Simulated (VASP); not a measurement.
Set up this calculation in VASP 6.6.1, as the native input.

```
Task                   : single point
Functional             : PBEsol
Potentials or basis    : VASP PAW PBE potentials, release 64 (Zn, O)
Cutoff                 : 600 eV
k mesh                 : 8 × 8 × 5
Occupations            : fermi-dirac, width 0.02 eV
Spin                   : no spin polarisation
Dipole correction      : no
Further INCAR settings : ALGO = Normal; EDIFF = 1e-06; NBANDS = 26
```

The structure of ZnO lies in POSCAR:

```
ZnO
1.0
    3.2274999067      0.0000000000      0.0000000000
   -1.6137499533      2.7950969099      0.0000000000
    0.0000000000      0.0000000000      5.1707703030
Zn O
2 2
Direct
    0.3333333333      0.6666666667      0.4990872424
    0.6666666667      0.3333333333     -0.0009127576
    0.6666666667      0.3333333333      0.3799227576
    0.3333333333      0.6666666667      0.8799227576
```

The input as run:

INCAR

```
  ALGO = Normal
  EDIFF = 1E-6
  ENCUT = 600
  GGA = PS
  GGA_COMPAT = False
  ISIF = 2
  ISMEAR = -1
  LASPH = True
  LCHARG = False
  LREAL = False
  LWAVE = False
  NBANDS = 26
  NELM = 120
  PREC = Accurate
  SIGMA = 0.02
```

KPOINTS

```
k-points
0
Gamma
  8 8 5
```

Potentials or basis: VASP PAW PBE potentials, release 64 (Zn, O).

Launch:

```console
$ cat potpaw_PBE.64/Zn/POTCAR potpaw_PBE.64/O/POTCAR > POTCAR
$ mpirun -np 1 vasp_std > vasp.out
```

Results of the run:

```json
{
 "Pressure": "2.0 GPa",
 "Largest force": "0.005 eV/Å",
 "Band gap on the k mesh": "0.71 eV"
}
```

Caveat: the PAW data sets were made with another functional, which shifts forces and pressure a little.

Run time: 57 s on 1 thread of Intel(R) Xeon(R) Platinum 8488C (Sapphire Rapids) (shared host), peak memory 0.19 GiB.
